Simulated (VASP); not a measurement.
# Br (Cmce) in VASP: settings compared, part 2 of 2

VASP 6.6.1.

## (3) Single point, PBEsol

This run uses another cell than the first one, of 33.99 Å³/atom, 0.980 times its volume.

Contents of INCAR:

```
SYSTEM = Br
  PREC = Accurate
  ENCUT = 520
  EDIFF = 1E-6
  ISMEAR = -1
  SIGMA = 0.05
  LREAL = .FALSE.
  LASPH = .TRUE.
  NELM = 80
  ALGO = Normal
  ISIF = 2
  LWAVE = .FALSE.
  LCHARG = .FALSE.
  GGA = PS
  NBANDS = 22
```

Contents of KPOINTS:

```
Automatic mesh
0
G
  7 7 3
  0 0 0
```

Contents of POSCAR:

```
Br
1.0
    3.3632500000     -2.3225500000      0.0000000000
    3.3632500000      2.3225500000      0.0000000000
    0.0000000000      0.0000000000      8.7023000000
Br
4
Direct
    0.3651000000      0.6349000000      0.3901000000
    0.1349000000      0.8651000000      0.8901000000
    0.6349000000      0.3651000000      0.6099000000
    0.8651000000      0.1349000000      0.1099000000
```

Potentials or basis: VASP PAW PBE potentials, release 64 (Br).

Started as:

```sh
cat potpaw_PBE.64/Br/POTCAR > POTCAR
mpirun -np 1 vasp_std > vasp.out
```

It took 2 min on 1 thread of AMD EPYC 7R43 (Zen 3), shared host; peak memory 0.22 GiB.

Results (log left out):

| Item | Value |
| --- | --- |
| Free energy | -7.1541 eV |
| Pressure | 0.1 GPa |
| Largest force | 0.749 eV/Å |
| Band gap on the k mesh | 1.84 eV, indirect (least direct gap 1.86 eV) |

Forces on the atoms (eV/Å):
```
Br   0.000  0.330 -0.672
Br   0.000 -0.330 -0.672
Br   0.000 -0.330  0.672
Br   0.000  0.330  0.672
```

Stress tensor (GPa, compression positive):
```
 0.03  0.00  0.00
 0.00 -0.47  0.00
 0.00  0.00  0.89
```

Levels at points of the mesh, in eV from the valence-band top:
```tsv
k point	band 12	band 13	band 14	band 15	band 16	band 17
(0.00, 0.00, 0.00)	-0.35	-0.06	-0.02	1.84	2.61	5.79
```

Caveat: the PAW data sets were made with another functional, which shifts forces and pressure a little.

## (4) Single point, PBEsol

This run uses another cell than the first one, of 33.99 Å³/atom, 0.980 times its volume.

Contents of INCAR:

```
ALGO = Normal ; EDIFF = 1E-6
ENCUT = 520 ; GGA = PS
ISIF = 2 ; ISMEAR = -1
LASPH = T ; LCHARG = F
LREAL = F ; LWAVE = F
NBANDS = 22 ; NELM = 60
PREC = Accurate ; SIGMA = 0.05
```

Contents of KPOINTS:

```
k-points
0
Gamma
  7 7 3
```

POSCAR is that of step 3.

Started as:

```sh
cat potpaw_PBE.64/Br/POTCAR > POTCAR
mpirun -np 1 vasp_std > vasp.out
```

Run time: 2 min. Hardware: 1 thread of AMD EPYC 7R43 (Zen 3), shared host; peak memory 0.22 GiB.

Results (log left out):

```yaml
Free_energy: -7.1541 eV
Pressure: 0.1 GPa
Largest_force: 0.749 eV/Å
Band_gap_on_the_k_mesh: 1.84 eV, indirect (least direct gap 1.86 eV)
```

Forces on the atoms (eV/Å):
```
Br   0.000  0.330 -0.672
Br   0.000 -0.330 -0.672
Br   0.000 -0.330  0.672
Br   0.000  0.330  0.672
```

Stress tensor (GPa, compression positive):
```
 0.03  0.00  0.00
 0.00 -0.47  0.00
 0.00  0.00  0.89
```

Levels at points of the mesh, in eV from the valence-band top:
```csv
k point,band 10,band 11,band 12,band 13,band 14,band 15,band 16,band 17,band 18,band 19
"(0.00, 0.00, 0.00)",-1.63,-0.94,-0.35,-0.06,-0.02,1.84,2.61,5.79,6.51,7.24
```

Caveat: the PAW data sets were made with another functional, which shifts forces and pressure a little. A k mesh can miss the band edges.

## (5) Single point, LDA

This run uses another cell than the first one, of 27.49 Å³/atom, 0.793 times its volume.

Contents of INCAR:

```
ALGO = Normal
EDIFF = 1E-7
ENCUT = 520
ISIF = 2
ISMEAR = -1
LASPH = True
LCHARG = False
LREAL = False
LWAVE = False
NBANDS = 22
NELM = 80
PREC = Accurate
SIGMA = 0.05
```

KPOINTS is that of step 4.

Contents of POSCAR:

```
Br
1.0
    3.3268839030     -1.9668364345      0.0000000000
    3.3268839030      1.9668364345      0.0000000000
    0.0000000000      0.0000000000      8.4036567960
Br
4
Direct
    0.3374833411      0.6625166589      0.3791789799
    0.1625166589      0.8374833411      0.8791789799
    0.6625166589      0.3374833411      0.6208210201
    0.8374833411      0.1625166589      0.1208210201
```

Potentials or basis: VASP PAW LDA potentials, release 64 (Br).

Started as:

```sh
cat potpaw_LDA.64/Br/POTCAR > POTCAR
mpirun -np 1 vasp_std > vasp.out
```

It took 41 s on 1 thread of Intel Xeon 6975P-C (Granite Rapids), shared host; peak memory 0.21 GiB.

Results (log left out):

* Free energy: -8.5162 eV
* Pressure: 0.1 GPa
* Largest force: 0.018 eV/Å
* Band gap on the k mesh: 1.09 eV, indirect (least direct gap 1.29 eV)

Forces in eV/Å, atoms in the order of the input:
```
Br   0.000  0.012 -0.014
Br   0.000 -0.012 -0.014
Br   0.000 -0.012  0.014
Br   0.000  0.012  0.014
```

Stress tensor (GPa, compression positive):
```
-0.02  0.00  0.00
 0.00  0.05  0.00
 0.00  0.00  0.15
```

Levels at points of the mesh, in eV from the valence-band top:
| k point | band 12 | band 13 | band 14 | band 15 | band 16 | band 17 |
| --- | --- | --- | --- | --- | --- | --- |
| (0.00, 0.00, 0.00) | -0.90 | -0.52 | 0.00 | 1.29 | 2.27 | 5.70 |

## (6) Single point, PBEsol

This run uses another cell than the first one, of 30.89 Å³/atom, 0.891 times its volume.

Contents of INCAR:

```
SYSTEM = Br
PREC = Accurate ; ENCUT = 520
EDIFF = 1E-6 ; ISMEAR = -1
SIGMA = 0.05 ; LREAL = .False.
LASPH = .True. ; NELM = 80
ALGO = Normal ; ISIF = 2
LWAVE = .False. ; LCHARG = .False.
GGA = PS ; NBANDS = 22
```

Contents of KPOINTS:

```
Automatic mesh
0
Gamma
  7 7 3
  0 0 0
```

Contents of POSCAR:

```
Br
1.0
    3.5999802485     -2.0132102477      0.0000000000
    3.5999802485      2.0132102477      0.0000000000
    0.0000000000      0.0000000000      8.5255613792
Br
4
Direct
    0.3455156656      0.6544843344      0.3799275953
    0.1544843344      0.8455156656      0.8799275953
    0.6544843344      0.3455156656      0.6200724047
    0.8455156656      0.1544843344      0.1200724047
```

Potentials or basis: VASP PAW PBE potentials, release 64 (Br).

Started as:

```sh
cat potpaw_PBE.64/Br/POTCAR > POTCAR
mpirun -np 1 vasp_std > vasp.out
```

OUTCAR:

```text
SYSTEM = Br
   PREC = Accurate
   ENCUT = 520
   EDIFF = 1E-6
   ISMEAR = -1
   LREAL = .False.
   LASPH = .True.
   NELM = 80
   ISIF = 2
   GGA = PS

 ion  position               nearest neighbor table
   1  0.346  0.654  0.380-   3 2.40
   2  0.154  0.846  0.880-   4 2.40
   3  0.654  0.346  0.620-   1 2.40
   4  0.846  0.154  0.120-   2 2.40

  LATTYP: Found a base centered orthorhombic cell.
 ALAT       =     4.0264204954
 B/A-ratio  =     1.7881789806
 C/A-ratio  =     2.1174046250

[... 789 lines left out ...]
     21      10.5406      0.00000
     22      11.0236      0.00000

 [... further k-points ...]
[... 5 lines left out ...]
  --------------------------------------------------------------------------------------
  -------------------------------------------------------------------------------------
  Total       -0.0135484      0.0140898      0.0626214      0.0000000      0.0000000      0.0000000
  in kB       -0.1756537      0.1826729      0.8118785      0.0000000      0.0000000      0.0000000
  external PRESSURE =       0.2729659 kB  Pullay stress =       0.0000000 kB

 VOLUME and BASIS-vectors are now :
 -----------------------------------------------------------------------------
  energy-cutoff  :      520.00
  volume of cell :      123.58
      direct lattice vectors                 reciprocal lattice vectors
     3.599980249 -2.013210248  0.000000000     0.138889651 -0.248359554  0.000000000
     3.599980249  2.013210248  0.000000000     0.138889651  0.248359554  0.000000000
     0.000000000  0.000000000  8.525561379     0.000000000  0.000000000  0.117294329

 POSITION                                       TOTAL-FORCE (eV/Angst)
 -----------------------------------------------------------------------------------
      3.59998      0.62202      3.23910         0.000000      0.005896     -0.009398
      3.59998      1.39119      7.50188         0.000000     -0.005896     -0.009398
      3.59998     -0.62202      5.28647         0.000000     -0.005896      0.009398
      3.59998     -1.39119      1.02368         0.000000      0.005896      0.009398
 -----------------------------------------------------------------------------------
    total drift:                                0.000000      0.000000      0.000000

  FREE ENERGIE OF THE ION-ELECTRON SYSTEM (eV)
  ---------------------------------------------------
  free  energy   TOTEN  =        -7.3983636022 eV

  energy  without entropy=       -7.3983630304  energy(sigma->0) =       -7.39836332
```

OSZICAR:

```text
N       E                     dE             d eps       ncg     rms          rms(c)
DAV:   1     0.172508233303E+03    0.17251E+03   -0.11647E+04  1408   0.107E+03
DAV:   2     0.532087624528E+01   -0.16719E+03   -0.16244E+03  1974   0.185E+02
DAV:   3    -0.760641435469E+01   -0.12927E+02   -0.12877E+02  1770   0.583E+01
DAV:   4    -0.773847125471E+01   -0.13206E+00   -0.13202E+00  1682   0.702E+00
DAV:   5    -0.773964538073E+01   -0.11741E-02   -0.11740E-02  1856   0.655E-01    0.127E+01
DAV:   6    -0.748960670794E+01    0.25004E+00   -0.17928E-01  1684   0.215E+00    0.820E+00
DAV:   7    -0.740622591672E+01    0.83381E-01   -0.39697E-01  1636   0.317E+00    0.557E-01
DAV:   8    -0.739830036184E+01    0.79256E-02   -0.45239E-02  1582   0.111E+00    0.265E-01
DAV:   9    -0.739834191278E+01   -0.41551E-04   -0.91753E-04  1756   0.180E-01    0.971E-02
DAV:  10    -0.739836287842E+01   -0.20966E-04   -0.70507E-05  1756   0.469E-02    0.328E-02
DAV:  11    -0.739836360219E+01   -0.72377E-06   -0.92534E-06  1726   0.172E-02
   1 F= -.73983636E+01 E0= -.73983633E+01  d E =-.571753E-06
```

Run time: 41 s. Hardware: 1 thread of Intel Xeon 6975P-C (Granite Rapids), shared host; peak memory 0.24 GiB.

Results:

- Free energy: -7.3984 eV
- Pressure: 0.0 GPa
- Largest force: 0.011 eV/Å
- Band gap on the k mesh: 1.23 eV, indirect (least direct gap 1.29 eV)

Forces in eV/Å, atoms in the order of the input:
```
Br   0.000  0.006 -0.009
Br   0.000 -0.006 -0.009
Br   0.000 -0.006  0.009
Br   0.000  0.006  0.009
```

Levels at points of the mesh, in eV from the valence-band top:
```tsv
k point	band 11	band 12	band 13	band 14	band 15	band 16	band 17	band 18
(0.00, 0.00, 0.00)	-1.56	-0.72	-0.66	0.00	1.29	2.28	5.51	6.47
```

Caveat: the PAW data sets were made with another functional, which shifts forces and pressure a little.

## (7) Overview

| level | potentials or basis | cell | gap on the mesh (eV) | pressure (GPa) | largest force (eV/Å) |
| --- | --- | --- | --- | --- | --- |
| LDA | VASP PAW LDA potentials, release 64 (Br) | a = 4.114, b = 4.114, c = 8.760 Å, angles 90.0, 90.0, 69.3°, 4 atoms | 1.70 | -1.7 | 0.51 |
| PBEsol | VASP PAW PBE potentials, release 64 (Br) | a = 4.087, b = 4.087, c = 8.702 Å, angles 90.0, 90.0, 69.3°, 4 atoms | 1.84 | 0.1 | 0.75 |
| LDA | VASP PAW LDA potentials, release 64 (Br) | a = 3.865, b = 3.865, c = 8.404 Å, angles 90.0, 90.0, 61.2°, 4 atoms | 1.09 | 0.1 | 0.02 |
| PBEsol | VASP PAW PBE potentials, release 64 (Br) | a = 4.125, b = 4.125, c = 8.526 Å, angles 90.0, 90.0, 58.4°, 4 atoms | 1.23 | 0.0 | 0.01 |

Alike in all rows: task single point; no spin polarisation; k mesh 7 × 7 × 3; cutoff (eV) 520; smearing fermi-dirac 0.05 eV.

Caveats: the PAW data sets were made with another functional, which shifts forces and pressure a little (some runs).

Absolute energies hang on the potentials; compare differences alone.
